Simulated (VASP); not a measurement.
# Bi4Te3 (R-3m) in VASP: single point with PBE

Aim: the single point of Bi4Te3 with PBE.

Program: VASP 6.6.1. These are calculated values, not measurements. Logs are shortened: lines on timing, memory, paths and dates and some standing lists are left out, and cuts for length are marked.

## (1) The cell of the first run

The structure is trigonal, space group R-3m (No. 166). Conventional cell: a = 4.507 Å, b = 4.507 Å, c = 43.010 Å, α = 90.00°, β = 90.00°, γ = 120.00°. Bi (site symmetry 3m) has 6 Te at 3.11 to 3.29 Å within 4.1 Å. Bi (site symmetry 3m) has 3 Bi at 3.09 Å and 3 Te at 3.69 Å within 4.1 Å. Te (site symmetry -3m) has 6 Bi at 3.29 Å within 4.3 Å. Te (site symmetry 3m) has 6 Bi at 3.11 to 3.69 Å within 4.1 Å.

## (2) Single point, PBE

Contents of INCAR:

```
SYSTEM = Bi4Te3
ALGO = Normal
EDIFF = 1E-6
ENCUT = 520
GGA = PE
ISIF = 2
ISMEAR = 0
LASPH = .True.
LCHARG = .True.
LELF = .True.
LREAL = .False.
LVHAR = .True.
LWAVE = .False.
NBANDS = 48
NELM = 100
PREC = Accurate
SIGMA = 0.2
```

Contents of KPOINTS:

```
k-points
0
Gamma
  6 6 6
  0 0 0
```

Contents of POSCAR:

```
Bi4Te3
1.0
   -2.2535919463      3.9033357505      0.0000000000
   -4.5071838926      0.0000000000      0.0000000000
   -2.2535919463      1.3011119169     14.3367932635
Bi Te
4 3
Direct
    0.2865256813      0.2865256813      0.1404229560
    0.7134743187      0.7134743187      0.8595770440
    0.8526347499      0.8526347499      0.4420957504
    0.1473652501      0.1473652501      0.5579042496
    1.0000000000      1.0000000000      0.0000000000
    0.5802199025      0.5802199025      0.2593402924
    0.4197800975      0.4197800975      0.7406597076
```

Potentials or basis: VASP PAW PBE potentials, release 64 (Bi_d, Te).

Run with:

```
cat potpaw_PBE.64/Bi_d/POTCAR potpaw_PBE.64/Te/POTCAR > POTCAR
mpirun -np 1 vasp_std > vasp.out
```

OUTCAR:

```text
SYSTEM = Bi4Te3
   EDIFF = 1E-6
   ENCUT = 520
   GGA = PE
   ISIF = 2
   ISMEAR = 0
   LASPH = .True.
   LREAL = .False.
   NELM = 100
   PREC = Accurate

 ion  position               nearest neighbor table
   1  0.287  0.287  0.140-   6 3.11   6 3.11   6 3.11   5 3.29   5 3.29   5 3.29
   2  0.713  0.713  0.860-   7 3.11   7 3.11   7 3.11   5 3.29   5 3.29   5 3.29
   3  0.853  0.853  0.442-   4 3.09   4 3.09   4 3.09   6 3.69   6 3.69   6 3.69
   4  0.147  0.147  0.558-   3 3.09   3 3.09   3 3.09   7 3.69   7 3.69   7 3.69
   5  0.000  0.000  0.000-   1 3.29   2 3.29   2 3.29   1 3.29   1 3.29   2 3.29
   6  0.580  0.580  0.259-   1 3.11   1 3.11   1 3.11   3 3.69   3 3.69   3 3.69
   7  0.420  0.420  0.741-   2 3.11   2 3.11   2 3.11   4 3.69   4 3.69   4 3.69

  LATTYP: Found a trigonal (rhomboedric) cell.
 ALAT       =    14.5710401125
 COS(alpha) =     0.9521590878

  Lattice vectors:

 A1 = (   0.0000000000,  -2.6022238336,  14.3367932635)
 A2 = (   2.2535919463,   1.3011119169,  14.3367932635)
 A3 = (  -2.2535919463,   1.3011119169,  14.3367932635)

Analysis of symmetry for initial positions (statically):
=====================================================================
 Subroutine PRICEL returns:
 Original cell was already a primitive cell.

 Routine SETGRP: Setting up the symmetry group for a
 trigonal (rhombohedral) supercell.

 Subroutine GETGRP returns: Found 12 space group operations
 (whereof 12 operations were pure point group operations)
 out of a pool of 12 trial point group operations.

The static configuration has the point symmetry D_3d.

Analysis of symmetry for dynamics (positions and initial velocities):
=====================================================================
 Subroutine PRICEL returns:
 Original cell was already a primitive cell.

 Routine SETGRP: Setting up the symmetry group for a
 trigonal (rhombohedral) supercell.

 Subroutine GETGRP returns: Found 12 space group operations
 (whereof 12 operations were pure point group operations)
 out of a pool of 12 trial point group operations.

The dynamic configuration has the point symmetry D_3d.

 Subroutine INISYM returns: Found 12 space group operations
 (whereof 12 operations are pure point group operations),
 and found     1 'primitive' translations

----------------------------------------------------------------------------------------

                                     Primitive cell

  volume of cell :     252.2279

  direct lattice vectors                    reciprocal lattice vectors
    -2.253591946  3.903335751  0.000000000     0.000000000  0.256191131 -0.023250202
    -4.507183893  0.000000000  0.000000000    -0.221868028 -0.128095565 -0.023250202
    -2.253591946  1.301111917 14.336793264     0.000000000  0.000000000  0.069750605

  length of vectors
     4.507183893  4.507183893 14.571040113     0.257243984  0.257243984  0.069750605

  position of ions in fractional coordinates (direct lattice)
     0.286525681  0.286525681  0.140422956
     0.713474319  0.713474319  0.859577044
     0.852634750  0.852634750  0.442095750
     0.147365250  0.147365250  0.557904250
     0.000000000  0.000000000  0.000000000
     0.580219902  0.580219902  0.259340292
     0.419780098  0.419780098  0.740659708

  ion indices of the primitive-cell ions
   primitive index   ion index
                 1           1
                 2           2
                 3           3
                 4           4
                 5           5
                 6           6
                 7           7

----------------------------------------------------------------------------------------

 KPOINTS: k-points

Automatic generation of k-mesh.
 Grid dimensions read from file:
 generate k-points for:    6    6    6

 Generating k-lattice:

  Cartesian coordinates                     Fractional coordinates (reciprocal lattice)
     0.000000000  0.042698522 -0.003875034     0.166666667  0.000000000 -0.000000000
    -0.036978005 -0.021349261 -0.003875034     0.000000000  0.166666667 -0.000000000
     0.000000000  0.000000000  0.011625101     0.000000000  0.000000000  0.166666667

  Length of vectors
     0.042873997  0.042873997  0.011625101

  Shift w.r.t. Gamma in fractional coordinates (k-lattice)
     0.000000000  0.000000000  0.000000000

 Subroutine IBZKPT returns following result:
 ===========================================

 Found     32 irreducible k-points:

 Following reciprocal coordinates:
            Coordinates               Weight
  0.000000  0.000000  0.000000      1.000000
  0.166667  0.000000  0.000000      6.000000
  0.333333  0.000000  0.000000      6.000000
  0.500000  0.000000  0.000000      3.000000
  0.166667  0.166667  0.000000      6.000000
  0.333333  0.166667  0.000000     12.000000
[... 16 lines left out ...]
 -0.166667  0.500000  0.166667     12.000000
 -0.333333 -0.333333  0.166667      6.000000
 [... further k-points ...]
   k-points           NKPTS =     32   k-points in BZ     NKDIM =     32   number of bands    NBANDS=     48
   number of dos      NEDOS =    301   number of ions     NIONS =      7
   total plane-waves  NPLWV = 139968
   dimension x,y,z NGX =    36 NGY =   36 NGZ =  108
   dimension x,y,z NGXF=    72 NGYF=   72 NGZF=  216
   ions per type =               4   3
   NGX,Y,Z   is equivalent  to a cutoff of  13.28, 13.28, 12.32 a.u.
   NGXF,Y,Z  is equivalent  to a cutoff of  26.56, 26.56, 24.64 a.u.
 SYSTEM =  Bi4Te3
   PREC   = accura    normal or accurate (medium, high low for compatibility)
   ISTART =      0    job   : 0-new  1-cont  2-samecut
   ICHARG =      2    charge: 1-file 2-atom 10-const
   ISPIN  =      1    spin polarized calculation?
   LNONCOLLINEAR =      F non collinear calculations
   LSORBIT =      F    spin-orbit coupling
   LASPH  =      T    aspherical Exc in radial PAW
   ENCUT  =  520.0 eV  38.22 Ry    6.18 a.u.   8.38  8.38 27.09*2*pi/ulx,y,z
   NELM   =    100;   NELMIN=  2; NELMDL= -5     # of ELM steps
   EDIFF  = 0.1E-05   stopping-criterion for ELM
   LREAL  =      F    real-space projection
   EDIFFG = 0.1E-04   stopping-criterion for IOM
   NSW    =      0    number of steps for IOM
   IBRION =     -1    ionic relax: 0-MD 1-quasi-New 2-CG
   NFREE  =      0    steps in history (QN), initial steepest desc. (CG)
   ISIF   =      2    stress and relaxation
   ISYM   =      2    0-nonsym 1-usesym 2-fastsym
   POTIM  = 0.5000    time-step for ionic-motion
   TEBEG  =    0.0;   TEEND  =   0.0 temperature during run
   PSTRESS=    0.0 pullay stress
   NELECT =      78.0000    total number of electrons
   NUPDOWN=      -1.0000    fix difference up-down
   EMIN   =  10.00;   EMAX   =-10.00  energy-range for DOS
   EFERMI =   0.00;   METHOD = LEGACY
   ISMEAR =     0;   SIGMA  =   0.20  broadening in eV -4-tet -1-fermi 0-gaus
   EFERMI_NEDOS =   21; number of points for ismear=-14 and -15
   IALGO  =     38    algorithm
   IMIX   =      4    mixing-type and parameters
     AMIX     =   0.40;   BMIX     =  1.00
     AMIX_MAG =   1.60;   BMIX_MAG =  1.00
  volume/ion in A,a.u.               =      36.03       243.16
  Fermi-wavevector in a.u.,A,eV,Ry     =   1.107071  2.092060 16.675371  1.225605
  Thomas-Fermi vector in A             =   2.243580
   LORBIT       =      0    0 simple, 1 ext, 2 COOP (PROOUT), +10 PAW based schemes
   GGA     = PE    functional components
   LHFCALC =     F    Hartree Fock is set to
   AEXX    =    0.0000 exact exchange contribution
   IVDW    =     0    specifies the selected vdW correction
   LEPSILON=     F    determine dielectric tensor
   LRPA    =     F    only Hartree local field effects (RPA)
 non-spin polarized calculation
 Gauss-broadening in eV      SIGMA  =   0.20
  energy-cutoff  :      520.00
  volume of cell :      252.23
 maximum number of plane-waves:      6860
 NGX is ok and might be reduce to    36
   NGX = 17   NGY = 17   NGZ = 55

 number of electron      77.9999985 magnetization

 Free energy of the ion-electron system (eV)
  ---------------------------------------------------
  ext. energy  EPLUGINS =         0.00000000
  ---------------------------------------------------
  free energy    TOTEN  =       -26.20271861 eV

  energy without entropy =      -26.19276825  energy(sigma->0) =      -26.19774343

 E-fermi :   5.8963     XC(G=0):  -9.1510

 val. band max:        5.8109082713   @ k =  -0.1667   0.0000   0.1667
 cond. band min:       6.0337235796   @ k =   0.5000   0.5000   0.0000
 fundamental gap:      0.2228153083
 Fermi energy:         5.8963485241

 k-point     1 :       0.0000    0.0000    0.0000
  band No.  band energies     occupation
      1     -17.6197      2.00000
      2     -17.6197      2.00000
      3     -17.6186      2.00000
      4     -17.6186      2.00000
      5     -17.6059      2.00000
      6     -17.6055      2.00000
[... 40 lines left out ...]
     47       8.1889      0.00000
     48       8.1889      0.00000

 k-point     2 :       0.1667    0.0000    0.0000
  band No.  band energies     occupation
      1     -17.6208      2.00000
      2     -17.6195      2.00000
      3     -17.6173      2.00000
      4     -17.6162      2.00000
      5     -17.6071      2.00000
      6     -17.6059      2.00000
[... 40 lines left out ...]
     47       8.4392      0.00000
     48       8.8095      0.00000

 k-point     3 :       0.3333    0.0000    0.0000
  band No.  band energies     occupation
      1     -17.6237      2.00000
      2     -17.6220      2.00000
      3     -17.6130      2.00000
      4     -17.6119      2.00000
      5     -17.6098      2.00000
      6     -17.6080      2.00000
[... 40 lines left out ...]
     47       9.1347      0.00000
     48       9.1973      0.00000

 k-point     4 :       0.5000    0.0000    0.0000
  band No.  band energies     occupation
      1     -17.6254      2.00000
      2     -17.6234      2.00000
      3     -17.6115      2.00000
      4     -17.6110      2.00000
      5     -17.6101      2.00000
      6     -17.6090      2.00000
[... 958 lines left out ...]
     47       9.3327      0.00000
     48       9.6489      0.00000

 k-point    23 :      -0.1667    0.5000    0.1667
  band No.  band energies     occupation
      1     -17.6227      2.00000
      2     -17.6212      2.00000
      3     -17.6136      2.00000
      4     -17.6122      2.00000
      5     -17.6098      2.00000
      6     -17.6082      2.00000
[... 40 lines left out ...]
     47       9.5145      0.00000
     48       9.5997      0.00000

 k-point    24 :      -0.3333   -0.3333    0.1667
  band No.  band energies     occupation
      1     -17.6237      2.00000
      2     -17.6220      2.00000
      3     -17.6130      2.00000
      4     -17.6119      2.00000
      5     -17.6098      2.00000
      6     -17.6080      2.00000
[... 40 lines left out ...]
     47       9.2252      0.00000
     48       9.4060      0.00000

 [... further k-points ...]
[... 5 lines left out ...]
  --------------------------------------------------------------------------------------
  -------------------------------------------------------------------------------------
  Total       -0.0608890     -0.0608890     -0.1547443      0.0000000     -0.0000000      0.0000000
  in kB       -0.3867730     -0.3867730     -0.9829515      0.0000000     -0.0000000      0.0000000
  external PRESSURE =      -0.5854991 kB  Pullay stress =       0.0000000 kB

 VOLUME and BASIS-vectors are now :
 -----------------------------------------------------------------------------
  energy-cutoff  :      520.00
  volume of cell :      252.23
      direct lattice vectors                 reciprocal lattice vectors
    -2.253591946  3.903335751  0.000000000     0.000000000  0.256191131 -0.023250202
    -4.507183893  0.000000000  0.000000000    -0.221868028 -0.128095565 -0.023250202
    -2.253591946  1.301111917 14.336793264     0.000000000  0.000000000  0.069750605

 POSITION                                       TOTAL-FORCE (eV/Angst)
 -----------------------------------------------------------------------------------
     -2.25359      1.30111      2.01321         0.000000      0.000000      0.016468
     -6.76078      3.90334     12.32358        -0.000000     -0.000000     -0.016468
     -6.76078      3.90334      6.33824         0.000000      0.000000      0.000325
     -2.25359      1.30111      7.99856        -0.000000     -0.000000     -0.000325
      0.00000      0.00000      0.00000        -0.000000      0.000000      0.000000
     -4.50718      2.60222      3.71811        -0.000000      0.000000      0.002587
     -4.50718      2.60222     10.61869         0.000000     -0.000000     -0.002587
 -----------------------------------------------------------------------------------
    total drift:                               -0.000000      0.000000      0.000000

  FREE ENERGIE OF THE ION-ELECTRON SYSTEM (eV)
  ---------------------------------------------------
  free  energy   TOTEN  =       -26.2027186063 eV

  energy  without entropy=      -26.1927682538  energy(sigma->0) =      -26.19774343
```

Wall time 7.7 min (1 thread of Oxide Virtual Turin-like, shared host); peak memory 0.52 GiB.

Results:

```
Free energy            : -26.2027 eV
Pressure               : -0.1 GPa
Largest force          : 0.016 eV/Å
Band gap on the k mesh : 0.22 eV (least direct gap 0.25 eV)
```

Forces on the atoms (eV/Å):
```
Bi   0.000  0.000  0.016
Bi   0.000  0.000 -0.016
Bi   0.000  0.000  0.000
Bi   0.000  0.000  0.000
Te   0.000  0.000  0.000
Te   0.000  0.000  0.003
Te   0.000  0.000 -0.003
```

Levels at points of the mesh, in eV from the valence-band top:
| k point | band 37 | band 38 | band 39 | band 40 | band 41 | band 42 |
| --- | --- | --- | --- | --- | --- | --- |
| (0.00, 0.00, 0.00) | -0.48 | -0.48 | -0.31 | 0.57 | 0.57 | 0.85 |
| (0.50, 0.00, 0.00) | -1.56 | -1.20 | -1.17 | 0.78 | 1.03 | 1.34 |
| (0.50, 0.50, 0.00) | -1.99 | -1.12 | -0.49 | 0.22 | 0.95 | 1.82 |
| (0.00, 0.00, 0.50) | -0.42 | -0.42 | -0.23 | 0.41 | 0.41 | 0.47 |

Caveat: spin-orbit coupling is left out, which moves the levels of the heavy elements. A k mesh can miss the band edges.
